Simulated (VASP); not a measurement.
Here is a VASP 6.6.1 calculation.

File INCAR:

```
SYSTEM = Pt
  PREC = Accurate
  ENCUT = 600
  EDIFF = 1E-6
  ISMEAR = 0
  SIGMA = 0.1
  LREAL = .False.
  LASPH = .True.
  NELM = 60
  ALGO = Normal
  ISIF = 3
  LWAVE = .False.
  LCHARG = .False.
  GGA = PS
  IBRION = 2
  NSW = 80
  EDIFFG = -0.02
```

File KPOINTS:

```
Automatic mesh
0
Gamma
  11 11 11
  0 0 0
```

Contents of POSCAR:

```
Pt
1.0
    0.0000000000      1.9609000000      1.9609000000
    1.9609000000      0.0000000000      1.9609000000
    1.9609000000      1.9609000000      0.0000000000
Pt
1
Direct
    0.0000000000      0.0000000000      0.0000000000
```

Potentials or basis: VASP PAW PBE potentials, release 64 (Pt).

Launch:

```sh
$ cat potpaw_PBE.64/Pt/POTCAR > POTCAR
$ mpirun -np 1 vasp_std > vasp.out
```

Problem. Predict the band gap on the k mesh.

Solution. Zero (band 5 reaches 11.59 eV, above the bottom of band 6 at 9.46 eV).

Problem. Estimate the space group after relaxing (to 0.05 Å).

Solution. Fm-3m (No. 225).

Problem. Estimate the relaxed cell.

Solution. a = 2.769 Å, b = 2.769 Å, c = 2.769 Å, α = 60.00°, β = 60.00°, γ = 60.00°.

Problem. Predict the relaxed volume.

Solution. 15.00 Å³/atom.

Final structure:
```yaml
crystal:
  lattice:
    - [0.00000, 1.95763, 1.95763]
    - [1.95763, 0.00000, 1.95763]
    - [1.95763, 1.95763, 0.00000]
  atoms:
    - { symbol: Pt, position: [0.00000, 0.00000, 0.00000] }
```

Caveat: the PAW data sets were made with another functional, which shifts forces and pressure a little; spin-orbit coupling is left out, which moves the levels of the heavy elements.
